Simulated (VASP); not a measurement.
## P: electric field gradients with r2SCAN

Crystal: P.

```
CELL_PARAMETERS angstrom
2.77561 0.00000 0.00000
-1.38781 2.40375 0.00000
0.00000 0.00000 4.49649
ATOMIC_POSITIONS crystal
P 0.19333 0.59667 0.14500
P 0.80667 0.40333 0.85500
```

```yaml
Program: VASP 6.6.1
Task: electric field gradients
Functional: r2SCAN
Potentials_or_basis: VASP PAW PBE potentials, release 64 (P)
Cutoff: 520 eV
k_mesh: 12 × 12 × 7
Occupations: gaussian, width 0.001 eV
Spin: no spin polarisation
Dipole_correction: no
Further_INCAR_settings: ALGO = Normal; EDIFF = 1e-08; NBANDS = 12
```

```
Pressure                                : 91.8 GPa
Largest force                           : 25.442 eV/Å
Band gap on the k mesh                  : zero (bands 5 and 6 overlap by 3.18 eV)
Largest electric field gradient by atom : P -206.7 V/Å²
```

Forces on the atoms (eV/Å):
```
P    12.694   7.329  20.795
P   -12.694  -7.329 -20.795
```

Stress tensor (GPa, compression positive):
```
 84.04  33.76  87.43
 33.76  45.06  50.48
 87.43  50.48 146.22
```

Levels at points of the mesh, in eV from the Fermi level:
```csv
k point,band 3,band 4,band 5,band 6,band 7,band 8
"(0.00, 0.00, 0.00)",-6.00,0.86,1.86,3.40,4.90,9.67
"(0.50, 0.00, 0.00)",-4.44,-3.88,-2.48,-0.02,2.63,3.22
"(0.00, 0.50, 0.00)",-4.82,-3.33,-1.54,-0.63,-0.03,3.57
```

Electric field gradients, principal values (V/Å²):
```csv
atom,least,middle,greatest (by size)
1 P,76.727,129.927,-206.654
2 P,76.727,129.927,-206.654
```

Run time: 5.4 min on 1 thread of Intel(R) Xeon(R) 6975P-C (Granite Rapids), on a shared host, peak memory 0.2 GiB.

Caveat: the stress differs along the axes, from 45 to 146 GPa; without QUAD_EFG the Cq values of the log hold for a quadrupole moment of 1 mb, not for the nuclei; the PAW data sets were made with another functional, which shifts forces and pressure a little.
